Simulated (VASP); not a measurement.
Wanted: the native input for a VASP 6.6.1 run.

* Task: relaxation of cell and atoms
* Functional: PBE
* Potentials or basis: VASP PAW PBE potentials, release 64 (Na_pv, H)
* Cutoff: 600 eV
* k mesh: 10 × 10 × 6
* Occupations: gaussian, width 0.1 eV
* Spin: no spin polarisation
* Dipole correction: no
* Further INCAR settings: ALGO = Normal; EDIFF = 1e-07; IBRION = 2; EDIFFG = -0.01; NSW = 100; ISIF = 3

The structure of Na2H3 lies in POSCAR:

```
Na2H3
1.0
    4.2325263200      0.0000000000      0.0000000000
    0.0000000000      4.2325263200      0.0000000000
    0.0000000000      0.0000000000      8.4650526500
Na H
2 3
Direct
    0.0000000000      0.0000000000      0.7500000000
    0.0000000000      0.0000000000      0.2500000000
    0.5000000000      0.0000000000      0.7500000000
    0.0000000000      0.5000000000      0.2500000000
    0.0000000000      0.0000000000      0.0000000000
```

The input as run:

INCAR

```
ALGO     = Normal         # electronic algorithm
EDIFF    = 1E-7           # SCF threshold, eV
EDIFFG   = -0.01          # ionic threshold
ENCUT    = 600            # plane-wave cutoff, eV
GGA      = PE             # functional
IBRION   = 2              # ionic algorithm
ISIF     = 3              # what is computed and relaxed
ISMEAR   = 0              # smearing method
LASPH    = T              # aspherical terms in the spheres
LCHARG   = F              # write CHGCAR
LREAL    = F              # projectors in reciprocal space
LWAVE    = F              # write WAVECAR
NELM     = 100            # most SCF steps
NSW      = 100            # ionic steps
PREC     = Accurate       # precision mode
SIGMA    = 0.1            # smearing width, eV
```

KPOINTS

```
k-points
0
Gamma
  10 10 6
```

Potentials or basis: VASP PAW PBE potentials, release 64 (Na_pv, H).

Launch:

```sh
$ cat potpaw_PBE.64/Na_pv/POTCAR potpaw_PBE.64/H/POTCAR > POTCAR
$ mpirun -np 1 vasp_std > vasp.out
```

Results of the run:

```json
{
  "Relaxed volume": "17.74 Å³/atom",
  "Relaxed cell": "a = 3.537 Å, b = 3.537 Å, c = 7.089 Å, α = 90.00°, β = 90.00°, γ = 90.00°",
  "Space group after relaxing (to 0.05 Å)": "P4/mmm (No. 123)",
  "Energy gained by relaxing": "200.4 meV/atom",
  "Ionic steps": "38",
  "Pressure after relaxing": "0.0 GPa",
  "Largest force after relaxing": "0.008 eV/Å"
}
```

Caveat: the volume moved by over 15 % at a fixed basis, so the end points are rough.

Wall time 28 min on 1 thread of Intel(R) Xeon(R) 6975P-C (Granite Rapids), with other jobs on the host, peak memory 0.43 GiB.
